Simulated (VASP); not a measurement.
# CdS (Cm) in VASP: notebook

The runs below take CdS through single point, with PBE.

Everything below comes from runs of VASP 6.6.1. Logs are shortened: lines on timing, memory, paths and dates and some standing lists are left out, and cuts for length are marked.

### 1 The cell of the first run

The structure is monoclinic, space group Cm (No. 8). Conventional cell: a = 7.162 Å, b = 4.135 Å, c = 6.749 Å, α = 90.00°, β = 90.00°, γ = 90.00°. Within 3.2 Å of Cd (site symmetry m) lie 4 S at 2.41 to 2.51 Å. Cd (site symmetry m) has 4 S at 2.49 to 2.77 Å within 3.3 Å. S (site symmetry m) has 4 Cd at 2.41 to 2.77 Å within 3.2 Å. Within 3.3 Å of S (site symmetry m) lie 4 Cd at 2.51 to 2.60 Å.

### 2 Single point, PBE (atom 3 (S) moved by (-0.200, -0.200) A along y and z)

File INCAR:

```
SYSTEM = CdS
PREC = Accurate
ENCUT = 520
EDIFF = 1E-7
ISMEAR = 0
SIGMA = 0.05
LREAL = .FALSE.
LASPH = .TRUE.
NELM = 80
ALGO = Normal
ISIF = 2
LWAVE = .FALSE.
LCHARG = .FALSE.
GGA = PE
NBANDS = 26
```

File KPOINTS:

```
Automatic mesh
0
G
  12 12 4
  0 0 0
```

File POSCAR:

```
CdS
1.0
    4.1347992034      0.0000000000      0.0000000000
   -2.0673996017      3.5808411497      0.0000000000
    0.0000000000      0.0000000000      6.7490000000
Cd S
2 2
Direct
    0.3333333333      0.6666666667      0.0000000000
    0.6666666667      0.3333333333      0.5000000000
    0.3054069340      0.6108138679      0.3553659801
    0.6666666667      0.3333333333      0.8850000000
```

Potentials or basis: VASP PAW PBE potentials, release 64 (Cd, S).

Run with:

```
$ cat potpaw_PBE.64/Cd/POTCAR potpaw_PBE.64/S/POTCAR > POTCAR
$ mpirun -np 1 vasp_std > vasp.out
```

OUTCAR:

```text
SYSTEM = CdS
   PREC = Accurate
   ENCUT = 520
   EDIFF = 1E-7
   ISMEAR = 0
   LREAL = .FALSE.
   LASPH = .TRUE.
   NELM = 80
   ISIF = 2
   GGA = PE

 ion  position               nearest neighbor table
   1  0.333  0.667  0.000-   3 2.41   4 2.51   4 2.51   4 2.51
   2  0.667  0.333  0.500-   3 2.49   3 2.49   4 2.60   3 2.77
   3  0.305  0.611  0.355-   1 2.41   2 2.49   2 2.49   2 2.77
   4  0.667  0.333  0.885-   1 2.51   1 2.51   1 2.51   2 2.60

  LATTYP: Found a hexagonal cell.
 ALAT       =     4.1347992034
 C/A-ratio  =     1.6322437120

  Lattice vectors:

 A1 = (   4.1347992034,   0.0000000000,   0.0000000000)
 A2 = (  -2.0673996017,   3.5808411497,   0.0000000000)
 A3 = (   0.0000000000,   0.0000000000,   6.7490000000)

Analysis of symmetry for initial positions (statically):
=====================================================================
 Subroutine PRICEL returns:
 Original cell was already a primitive cell.

 Routine SETGRP: Setting up the symmetry group for a
 hexagonal supercell.

 Subroutine GETGRP returns: Found  2 space group operations
 (whereof  2 operations were pure point group operations)
 out of a pool of 24 trial point group operations.

The static configuration has the point symmetry C_1h.

Analysis of symmetry for dynamics (positions and initial velocities):
=====================================================================
 Subroutine PRICEL returns:
 Original cell was already a primitive cell.

 Routine SETGRP: Setting up the symmetry group for a
 hexagonal supercell.

 Subroutine GETGRP returns: Found  2 space group operations
 (whereof  2 operations were pure point group operations)
 out of a pool of 24 trial point group operations.

The dynamic configuration has the point symmetry C_1h.

 Subroutine INISYM returns: Found  2 space group operations
 (whereof  2 operations are pure point group operations),
 and found     1 'primitive' translations

----------------------------------------------------------------------------------------

                                     Primitive cell

  volume of cell :      99.9261

  direct lattice vectors                    reciprocal lattice vectors
     4.134799203  0.000000000  0.000000000     0.241849713  0.139631997  0.000000000
[... 81 lines left out ...]
   PREC   = accura    normal or accurate (medium, high low for compatibility)
   ISTART =      0    job   : 0-new  1-cont  2-samecut
   ICHARG =      2    charge: 1-file 2-atom 10-const
   ISPIN  =      1    spin polarized calculation?
   LNONCOLLINEAR =      F non collinear calculations
   LSORBIT =      F    spin-orbit coupling
   LASPH  =      T    aspherical Exc in radial PAW
   ENCUT  =  520.0 eV  38.22 Ry    6.18 a.u.   7.69  7.69 12.55*2*pi/ulx,y,z
   NELM   =     80;   NELMIN=  2; NELMDL= -5     # of ELM steps
   EDIFF  = 0.1E-06   stopping-criterion for ELM
   LREAL  =      F    real-space projection
   EDIFFG = 0.1E-05   stopping-criterion for IOM
   NSW    =      0    number of steps for IOM
   IBRION =     -1    ionic relax: 0-MD 1-quasi-New 2-CG
   NFREE  =      0    steps in history (QN), initial steepest desc. (CG)
   ISIF   =      2    stress and relaxation
   ISYM   =      2    0-nonsym 1-usesym 2-fastsym
   POTIM  = 0.5000    time-step for ionic-motion
   TEBEG  =    0.0;   TEEND  =   0.0 temperature during run
   PSTRESS=    0.0 pullay stress
   NELECT =      36.0000    total number of electrons
   NUPDOWN=      -1.0000    fix difference up-down
   EMIN   =  10.00;   EMAX   =-10.00  energy-range for DOS
   EFERMI =   0.00;   METHOD = LEGACY
   ISMEAR =     0;   SIGMA  =   0.05  broadening in eV -4-tet -1-fermi 0-gaus
   EFERMI_NEDOS =   21; number of points for ismear=-14 and -15
   IALGO  =     38    algorithm
   IMIX   =      4    mixing-type and parameters
     AMIX     =   0.40;   BMIX     =  1.00
     AMIX_MAG =   1.60;   BMIX_MAG =  1.00
  volume/ion in A,a.u.               =      24.98       168.58
  Fermi-wavevector in a.u.,A,eV,Ry     =   1.164884  2.201312 18.462491  1.356955
  Thomas-Fermi vector in A             =   2.301417
   LORBIT       =      0    0 simple, 1 ext, 2 COOP (PROOUT), +10 PAW based schemes
   GGA     = PE    functional components
   LHFCALC =     F    Hartree Fock is set to
   AEXX    =    0.0000 exact exchange contribution
   IVDW    =     0    specifies the selected vdW correction
   LEPSILON=     F    determine dielectric tensor
   LRPA    =     F    only Hartree local field effects (RPA)
 non-spin polarized calculation
 Gauss-broadening in eV      SIGMA  =   0.05
  energy-cutoff  :      520.00
  volume of cell :       99.93
 maximum number of plane-waves:      2731
   NGX = 15   NGY = 15   NGZ = 25

 number of electron      35.9999993 magnetization

 Free energy of the ion-electron system (eV)
  ---------------------------------------------------
  ext. energy  EPLUGINS =         0.00000000
  ---------------------------------------------------
  free energy    TOTEN  =       -12.07316129 eV

  energy without entropy =      -12.07316129  energy(sigma->0) =      -12.07316129

 E-fermi :   1.5367     XC(G=0):  -9.1129

 val. band max:        1.2800693092   @ k =   0.0000   0.0000   0.0000
 cond. band min:       2.4432351467   @ k =   0.0000   0.0000   0.0000
 fundamental gap:      1.1631658375
 Fermi energy:         1.5367123443

 k-point     1 :       0.0000    0.0000    0.0000
  band No.  band energies     occupation
      1     -11.1118      2.00000
      2     -10.6671      2.00000
      3      -6.5173      2.00000
      4      -6.4741      2.00000
      5      -6.4363      2.00000
      6      -6.3781      2.00000
[... 685 lines left out ...]
     25       9.7842      0.00000
     26      10.3171      0.00000

 [... further k-points ...]
[... 5 lines left out ...]
  --------------------------------------------------------------------------------------
  -------------------------------------------------------------------------------------
  Total        2.7876477      0.8501046      2.8245063      0.0000000     -0.6557961      0.0000000
  in kB       44.6960935     13.6302561     45.2870698      0.0000000    -10.5147870      0.0000000
  external PRESSURE =      34.5378065 kB  Pullay stress =       0.0000000 kB

 VOLUME and BASIS-vectors are now :
 -----------------------------------------------------------------------------
  energy-cutoff  :      520.00
  volume of cell :       99.93
      direct lattice vectors                 reciprocal lattice vectors
     4.134799203  0.000000000  0.000000000     0.241849713  0.139631997  0.000000000
    -2.067399602  3.580841150  0.000000000     0.000000000  0.279263994  0.000000000
     0.000000000  0.000000000  6.749000000     0.000000000  0.000000000  0.148170099

 POSITION                                       TOTAL-FORCE (eV/Angst)
 -----------------------------------------------------------------------------------
     -0.00000      2.38723      0.00000         0.000000      0.079415     -0.649703
      2.06740      1.19361      3.37450        -0.000000     -0.565794      0.164266
      0.00000      2.18723      2.39836        -0.000000      0.580856      1.274791
      2.06740      1.19361      5.97286         0.000000     -0.094477     -0.789354
 -----------------------------------------------------------------------------------
    total drift:                               -0.000000      0.000013     -0.000668

  FREE ENERGIE OF THE ION-ELECTRON SYSTEM (eV)
  ---------------------------------------------------
  free  energy   TOTEN  =       -12.0731612888 eV

  energy  without entropy=      -12.0731612888  energy(sigma->0) =      -12.07316129
```

OSZICAR:

```text
N       E                     dE             d eps       ncg     rms          rms(c)
DAV:   1     0.249325136966E+03    0.24933E+03   -0.17597E+04  8528   0.127E+03
DAV:   2     0.565108859203E+00   -0.24876E+03   -0.24006E+03  9260   0.320E+02
DAV:   3    -0.130528195956E+02   -0.13618E+02   -0.13535E+02 10322   0.751E+01
DAV:   4    -0.131939268554E+02   -0.14111E+00   -0.14097E+00  9738   0.739E+00
DAV:   5    -0.131960850563E+02   -0.21582E-02   -0.21581E-02 10180   0.911E-01    0.117E+01
DAV:   6    -0.120968571957E+02    0.10992E+01   -0.19760E+00 11252   0.146E+01    0.915E+00
DAV:   7    -0.120786691495E+02    0.18188E-01   -0.78302E-01  8908   0.476E+00    0.402E+00
DAV:   8    -0.120741826789E+02    0.44865E-02   -0.98949E-02  9252   0.312E+00    0.578E-01
DAV:   9    -0.120728025063E+02    0.13802E-02   -0.15626E-02  9598   0.156E+00    0.167E-01
DAV:  10    -0.120729715658E+02   -0.16906E-03   -0.10684E-03  9248   0.305E-01    0.974E-02
DAV:  11    -0.120730808806E+02   -0.10931E-03   -0.18001E-04  9562   0.946E-02    0.623E-02
DAV:  12    -0.120731567876E+02   -0.75907E-04   -0.91460E-05  8690   0.488E-02    0.208E-02
DAV:  13    -0.120731599416E+02   -0.31540E-05   -0.54302E-06 10364   0.167E-02    0.759E-03
DAV:  14    -0.120731610118E+02   -0.10702E-05   -0.84352E-07  8922   0.640E-03    0.421E-03
DAV:  15    -0.120731612930E+02   -0.28120E-06   -0.53007E-07  8040   0.355E-03    0.175E-03
DAV:  16    -0.120731612888E+02    0.42019E-08   -0.12325E-08  6952   0.853E-04
   1 F= -.12073161E+02 E0= -.12073161E+02  d E =-.186918E-15
```

Run time: 3.1 min. Hardware: 1 thread of Intel Xeon 6975P-C (Granite Rapids), shared host; peak memory 0.48 GiB.

Results:

| Property | Result |
| --- | --- |
| Free energy | -12.0732 eV |
| Pressure | 3.5 GPa |
| Largest force | 1.401 eV/Å |
| Band gap on the k mesh | 1.16 eV, direct |

Forces on the atoms (eV/Å):
```
Cd   0.000  0.079 -0.650
Cd   0.000 -0.566  0.164
S    0.000  0.581  1.275
S    0.000 -0.094 -0.789
```

Caveat: the cell differs from its parent crystal (atom 3 (S) moved by (-0.200, -0.200) A along y and z); forces of over 1 eV/Å act on the atoms, so gaps and moduli don't describe the material at rest. A k mesh can miss the band edges.

(Continued in part 2 of 2.)
